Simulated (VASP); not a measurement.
# NaCaF3 (Cc) in VASP: single point with PBEsol

Aim: the single point of NaCaF3 with PBEsol.

Program: VASP 6.6.1. These are calculated values, not measurements. Logs are shortened: lines on timing, memory, paths and dates and some standing lists are left out, and cuts for length are marked.

### 1 The cell of the first run

It takes space group Cc (No. 9, monoclinic). Conventional cell: a = 6.262 Å, b = 5.827 Å, c = 8.688 Å, α = 90.00°, β = 101.23°, γ = 90.00°. Na (site symmetry 1) has 6 F at 2.26 to 2.46 Å within 3.0 Å. Within 3.0 Å of Ca (site symmetry 1) lie 6 F at 2.23 to 2.32 Å. F (site symmetry 1) has 2 Ca at 2.24 to 2.26 Å and 2 Na at 2.35 to 2.36 Å and 4 F at 2.81 to 3.00 Å within 3.0 Å. Within 3.0 Å of F (site symmetry 1) lie 2 Ca at 2.23 to 2.32 Å and 2 Na at 2.31 to 2.33 Å and 5 F at 2.74 to 2.97 Å. Within 3.0 Å of F (site symmetry 1) lie 2 Ca at 2.23 to 2.24 Å and 2 Na at 2.26 to 2.46 Å and 5 F at 2.74 to 3.00 Å.

### 2 Single point, PBEsol

Input file INCAR:

```
SYSTEM = NaCaF3
PREC = Accurate ; ENCUT = 520
EDIFF = 1E-6 ; ISMEAR = -1
SIGMA = 0.05 ; LREAL = .FALSE.
LASPH = .TRUE. ; NELM = 100
ALGO = Normal ; ISIF = 2
LWAVE = .FALSE. ; LCHARG = .FALSE.
GGA = PS ; NBANDS = 49
```

Input file KPOINTS:

```
Automatic mesh
0
G
  4 2 4
  0 0 0
```

Input file POSCAR:

```
NaCaF3
1.0
    4.2637257974     -0.3032468699      0.1435906158
   -0.6065856608      8.6453480504     -0.6092664634
    0.1430987507     -0.3019429730      4.2637757104
Na Ca F
2 2 6
Direct
   -0.1928148376      0.0540048554      0.0006972066
    0.0017684997      0.5540036102     -0.1938751473
    0.4174153903      0.2415651954      0.5973053585
    0.5983460894      0.7415659833      0.4163686119
    0.3316761112      0.1658636056      0.0849585375
    0.6107520587      0.0017912204      0.4977724135
   -0.0780862332      0.2887889207      0.7289926948
    0.7300448458      0.7887864757     -0.0791349787
    0.4988427225      0.5017886162      0.6096985973
    0.0860001625      0.6658702199      0.3306211173
```

Potentials or basis: VASP PAW PBE potentials, release 64 (Na_pv, Ca_sv, F).

Launch:

```console
> cat potpaw_PBE.64/Na_pv/POTCAR potpaw_PBE.64/Ca_sv/POTCAR potpaw_PBE.64/F/POTCAR > POTCAR
> mpirun -np 1 vasp_std > vasp.out
```

OUTCAR:

```text
SYSTEM = NaCaF3
   PREC = Accurate
   ENCUT = 520
   EDIFF = 1E-6
   ISMEAR = -1
   LREAL = .FALSE.
   LASPH = .TRUE.
   NELM = 100
   ISIF = 2
   GGA = PS

 ion  position               nearest neighbor table
   1  0.807  0.054  0.001-   8 2.26   6 2.31   6 2.33   5 2.35
   2  0.002  0.554  0.806-   7 2.26   9 2.31   9 2.33  10 2.35
   3  0.417  0.242  0.597-   9 2.23   7 2.23   7 2.24   5 2.24   5 2.26   6 2.32
   4  0.598  0.742  0.416-   6 2.23   8 2.23   8 2.24  10 2.24  10 2.26   9 2.32
   5  0.332  0.166  0.085-   3 2.24   3 2.26   1 2.35
   6  0.611  0.002  0.498-   4 2.23   1 2.31   3 2.32   1 2.33
   7  0.922  0.289  0.729-   3 2.23   3 2.24   2 2.26
   8  0.730  0.789  0.921-   4 2.23   4 2.24   1 2.26
   9  0.499  0.502  0.610-   3 2.23   2 2.31   4 2.32   2 2.33
  10  0.086  0.666  0.331-   4 2.24   4 2.26   2 2.35

  LATTYP: Found a base centered monoclinic cell.
 ALAT       =    17.2850860126
 B/A-ratio  =     0.3371191961
 C/A-ratio  =     0.5026293419
 COS(beta)  =    -0.9347368420

  Lattice vectors:

 A1 = (   0.4634869101,  -8.3434050774,  -3.6545092470)
 A2 = (  -3.6571401366,  -8.3421011805,   0.4656758476)
 A3 = (  -0.6065856608,   8.6453480504,  -0.6092664634)

Analysis of symmetry for initial positions (statically):
=====================================================================
 Subroutine PRICEL returns:
 Original cell was already a primitive cell.

 Routine SETGRP: Setting up the symmetry group for a
 base centered monoclinic supercell.

 Subroutine GETGRP returns: Found  1 space group operations
 (whereof  1 operations were pure point group operations)
 out of a pool of  4 trial point group operations.

The static configuration has the point symmetry C_1 .

Analysis of symmetry for dynamics (positions and initial velocities):
=====================================================================
 Subroutine PRICEL returns:
 Original cell was already a primitive cell.

 Routine SETGRP: Setting up the symmetry group for a
 base centered monoclinic supercell.

 Subroutine GETGRP returns: Found  1 space group operations
 (whereof  1 operations were pure point group operations)
 out of a pool of  4 trial point group operations.

The dynamic configuration has the point symmetry C_1 .

 Subroutine INISYM returns: Found  1 space group operations
 (whereof  1 operations are pure point group operations),
 and found     1 'primitive' translations

----------------------------------------------------------------------------------------

                                     Primitive cell

  volume of cell :     155.4751

  direct lattice vectors                    reciprocal lattice vectors
     4.263725797 -0.303246870  0.143590616     0.235908208  0.016074338 -0.006779117
    -0.606585661  8.645348050 -0.609266463     0.008037429  0.116796955  0.008001329
     0.143098751 -0.301942973  4.263775710    -0.006796152  0.016148210  0.235905551

  length of vectors
     4.276907131  8.687991408  4.276848153     0.236552369  0.117346284  0.236555240

  position of ions in fractional coordinates (direct lattice)
     0.807185162  0.054004855  0.000697207
     0.001768500  0.554003610  0.806124853
     0.417415390  0.241565195  0.597305359
     0.598346089  0.741565983  0.416368612
     0.331676111  0.165863606  0.084958538
     0.610752059  0.001791220  0.497772414
     0.921913767  0.288788921  0.728992695
     0.730044846  0.788786476  0.920865021
     0.498842723  0.501788616  0.609698597
     0.086000162  0.665870220  0.330621117

  ion indices of the primitive-cell ions
   primitive index   ion index
                 1           1
                 2           2
                 3           3
                 4           4
                 5           5
                 6           6
                 7           7
                 8           8
                 9           9
                10          10

----------------------------------------------------------------------------------------

 KPOINTS: Automatic mesh

Automatic generation of k-mesh.
 Grid dimensions read from file:
 generate k-points for:    4    2    4

 Generating k-lattice:

  Cartesian coordinates                     Fractional coordinates (reciprocal lattice)
     0.058977052  0.004018585 -0.001694779     0.250000000  0.000000000 -0.000000000
     0.004018715  0.058398478  0.004000665     0.000000000  0.500000000 -0.000000000
    -0.001699038  0.004037052  0.058976388     0.000000000  0.000000000  0.250000000

  Length of vectors
     0.059138092  0.058673142  0.059138810

  Shift w.r.t. Gamma in fractional coordinates (k-lattice)
     0.000000000  0.000000000  0.000000000

 Subroutine IBZKPT returns following result:
 ===========================================

 Found     20 irreducible k-points:

 Following reciprocal coordinates:
            Coordinates               Weight
  0.000000  0.000000  0.000000      1.000000
  0.250000 -0.000000  0.000000      2.000000
 -0.000000  0.000000 -0.250000      2.000000
  0.500000 -0.000000  0.000000      1.000000
  0.000000  0.000000  0.500000      1.000000
  0.000000  0.500000  0.000000      1.000000
[... 12 lines left out ...]
  0.500000 -0.000000  0.500000      1.000000
  0.500000  0.500000  0.500000      1.000000
   k-points           NKPTS =     20   k-points in BZ     NKDIM =     20   number of bands    NBANDS=     49
   number of dos      NEDOS =    301   number of ions     NIONS =     10
   total plane-waves  NPLWV =  71680
   dimension x,y,z NGX =    32 NGY =   70 NGZ =   32
   dimension x,y,z NGXF=    64 NGYF=  140 NGZF=   64
   ions per type =               2   2   6
   NGX,Y,Z   is equivalent  to a cutoff of  12.44, 13.39, 12.44 a.u.
   NGXF,Y,Z  is equivalent  to a cutoff of  24.88, 26.79, 24.88 a.u.
 SYSTEM =  NaCaF3
   PREC   = accura    normal or accurate (medium, high low for compatibility)
   ISTART =      0    job   : 0-new  1-cont  2-samecut
   ICHARG =      2    charge: 1-file 2-atom 10-const
   ISPIN  =      1    spin polarized calculation?
   LNONCOLLINEAR =      F non collinear calculations
   LSORBIT =      F    spin-orbit coupling
   LASPH  =      T    aspherical Exc in radial PAW
   ENCUT  =  520.0 eV  38.22 Ry    6.18 a.u.   7.95 16.15  7.95*2*pi/ulx,y,z
   NELM   =    100;   NELMIN=  2; NELMDL= -5     # of ELM steps
   EDIFF  = 0.1E-05   stopping-criterion for ELM
   LREAL  =      F    real-space projection
   EDIFFG = 0.1E-04   stopping-criterion for IOM
   NSW    =      0    number of steps for IOM
   IBRION =     -1    ionic relax: 0-MD 1-quasi-New 2-CG
   NFREE  =      0    steps in history (QN), initial steepest desc. (CG)
   ISIF   =      2    stress and relaxation
   ISYM   =      2    0-nonsym 1-usesym 2-fastsym
   POTIM  = 0.5000    time-step for ionic-motion
   TEBEG  =    0.0;   TEEND  =   0.0 temperature during run
   PSTRESS=    0.0 pullay stress
   NELECT =      76.0000    total number of electrons
   NUPDOWN=      -1.0000    fix difference up-down
   EMIN   =  10.00;   EMAX   =-10.00  energy-range for DOS
   EFERMI =   0.00;   METHOD = LEGACY
   ISMEAR =    -1;   SIGMA  =   0.05  broadening in eV -4-tet -1-fermi 0-gaus
   EFERMI_NEDOS =   21; number of points for ismear=-14 and -15
   IALGO  =     38    algorithm
   IMIX   =      4    mixing-type and parameters
     AMIX     =   0.40;   BMIX     =  1.00
     AMIX_MAG =   1.60;   BMIX_MAG =  1.00
  volume/ion in A,a.u.               =      15.55       104.92
  Fermi-wavevector in a.u.,A,eV,Ry     =   1.289612  2.437013 22.627835  1.663099
  Thomas-Fermi vector in A             =   2.421494
   LORBIT       =      0    0 simple, 1 ext, 2 COOP (PROOUT), +10 PAW based schemes
   GGA     = PS    functional components
   LHFCALC =     F    Hartree Fock is set to
   AEXX    =    0.0000 exact exchange contribution
   IVDW    =     0    specifies the selected vdW correction
   LEPSILON=     F    determine dielectric tensor
   LRPA    =     F    only Hartree local field effects (RPA)
 non-spin polarized calculation
  energy-cutoff  :      520.00
  volume of cell :      155.48
 maximum number of plane-waves:      4212
   NGX = 15   NGY = 33   NGZ = 15

 number of electron      75.9999979 magnetization

 Free energy of the ion-electron system (eV)
  ---------------------------------------------------
  ext. energy  EPLUGINS =         0.00000000
  ---------------------------------------------------
  free energy    TOTEN  =       -52.46190943 eV

  energy without entropy =      -52.46190943  energy(sigma->0) =      -52.46190943

 E-fermi :  -1.2940     XC(G=0):  -8.6081

 val. band max:       -2.4650169183   @ k =   0.0000   0.0000   0.5000
 cond. band min:       3.6482690133   @ k =   0.0000   0.0000   0.0000
 fundamental gap:      6.1132859317
 Fermi energy:        -1.2940150456

 k-point     1 :       0.0000    0.0000    0.0000
  band No.  band energies     occupation
      1     -38.0770      2.00000
      2     -38.0727      2.00000
      3     -22.1402      2.00000
      4     -22.0636      2.00000
      5     -21.9122      2.00000
      6     -21.8439      2.00000
[... 41 lines left out ...]
     48       8.0412      0.00000
     49       8.0873      0.00000

 k-point     2 :       0.2500   -0.0000    0.0000
  band No.  band energies     occupation
      1     -38.0739      2.00000
      2     -38.0696      2.00000
      3     -22.2069      2.00000
      4     -22.1822      2.00000
      5     -22.0252      2.00000
      6     -21.9827      2.00000
[... 41 lines left out ...]
     48       7.9867      0.00000
     49       8.1535      0.00000

 k-point     3 :      -0.0000    0.0000   -0.2500
  band No.  band energies     occupation
      1     -38.0739      2.00000
      2     -38.0696      2.00000
      3     -22.2069      2.00000
      4     -22.1822      2.00000
      5     -22.0252      2.00000
      6     -21.9828      2.00000
[... 873 lines left out ...]
     48       8.6698      0.00000
     49       8.9267      0.00000

 k-point    20 :       0.5000    0.5000    0.5000
  band No.  band energies     occupation
      1     -38.0623      2.00000
      2     -38.0623      2.00000
      3     -22.3373      2.00000
      4     -22.3373      2.00000
      5     -22.3037      2.00000
      6     -22.3037      2.00000
[... 41 lines left out ...]
     48       8.4146      0.00000
     49       8.9383      0.00000

------------------------ aborting loop because EDIFF is reached ----------------------------------------

  FORCE on cell =-STRESS in cart. coord.  units (eV):
  Direction    XX          YY          ZZ          XY          YZ          ZX
  --------------------------------------------------------------------------------------
  -------------------------------------------------------------------------------------
  Total        0.1741292      0.1684692      0.1747593     -0.0401247     -0.0406475      0.0282133
  in kB        1.7944082      1.7360814      1.8009010     -0.4134868     -0.4188736      0.2907389
  external PRESSURE =       1.7771302 kB  Pullay stress =       0.0000000 kB

 VOLUME and BASIS-vectors are now :
 -----------------------------------------------------------------------------
  energy-cutoff  :      520.00
  volume of cell :      155.48
      direct lattice vectors                 reciprocal lattice vectors
     4.263725797 -0.303246870  0.143590616     0.235908208  0.016074338 -0.006779117
    -0.606585661  8.645348050 -0.609266463     0.008037429  0.116796955  0.008001329
     0.143098751 -0.301942973  4.263775710    -0.006796152  0.016148210  0.235905551

 POSITION                                       TOTAL-FORCE (eV/Angst)
 -----------------------------------------------------------------------------------
      3.40896      0.22190      0.08597         0.007092      0.006436      0.001506
     -0.21315      4.54561      3.09985         0.001317      0.006396      0.007255
      1.71869      1.78148      2.45954        -0.006627     -0.010801     -0.008611
      2.16094      6.10393      1.40941        -0.008556     -0.010800     -0.006689
      1.32572      1.30772      0.30881        -0.011442     -0.015261     -0.002730
      2.67422     -0.32002      2.20900         0.004219      0.014540      0.001274
      3.85993      1.99700      3.06469        -0.001458      0.005040      0.017483
      2.76602      6.31990      3.55061         0.017135      0.005153     -0.001947
      1.90980      4.00277      2.36552         0.001243      0.014702      0.003819
      0.01009      5.63077      1.01635        -0.002923     -0.015405     -0.011360
 -----------------------------------------------------------------------------------
    total drift:                                0.000543      0.003660     -0.000476

  FREE ENERGIE OF THE ION-ELECTRON SYSTEM (eV)
  ---------------------------------------------------
  free  energy   TOTEN  =       -52.4619094293 eV

  energy  without entropy=      -52.4619094292  energy(sigma->0) =      -52.46190943
```

Run time: 2.7 min. Hardware: 1 thread of Oxide Virtual Turin-like, shared host; peak memory 0.28 GiB.

Results:

```yaml
Free_energy: -52.4619 eV
Pressure: 0.2 GPa
Largest_force: 0.019 eV/Å
Band_gap_on_the_k_mesh: 6.11 eV (least direct gap 6.23 eV)
```

Forces on the atoms (eV/Å):
```
Na   0.007  0.006  0.002
Na   0.001  0.006  0.007
Ca  -0.007 -0.011 -0.009
Ca  -0.009 -0.011 -0.007
F   -0.011 -0.015 -0.003
F    0.004  0.015  0.001
F   -0.001  0.005  0.017
F    0.017  0.005 -0.002
F    0.001  0.015  0.004
F   -0.003 -0.015 -0.011
```

Levels at points of the mesh, in eV from the valence-band top:
```
           k point  band 35  band 36  band 37  band 38  band 39  band 40  band 41  band 42
(0.00, 0.00, 0.00)    -0.42    -0.18    -0.13    -0.12     6.11     8.21     8.67     9.18
(0.50, 0.00, 0.00)    -0.34    -0.29    -0.21     0.00     8.13     8.28     8.76     9.29
(0.00, 0.00, 0.50)    -0.34    -0.29    -0.21     0.00     8.13     8.28     8.76     9.29
(0.00, 0.50, 0.00)    -0.33    -0.33    -0.19    -0.19     6.87     6.87     9.21     9.21
(0.50, 0.50, 0.00)    -0.31    -0.29    -0.17    -0.05     8.15     8.45     8.61     9.31
(0.00, 0.50, 0.50)    -0.31    -0.29    -0.17    -0.05     8.15     8.45     8.61     9.31
(0.50, 0.00, 0.50)    -0.33    -0.27    -0.04    -0.02     8.64     8.77     8.86     9.20
(0.50, 0.50, 0.50)    -0.26    -0.26    -0.07    -0.07     8.72     8.72     8.96     8.96
```

Caveat: the PAW data sets were made with another functional, which shifts forces and pressure a little. A k mesh can miss the band edges.
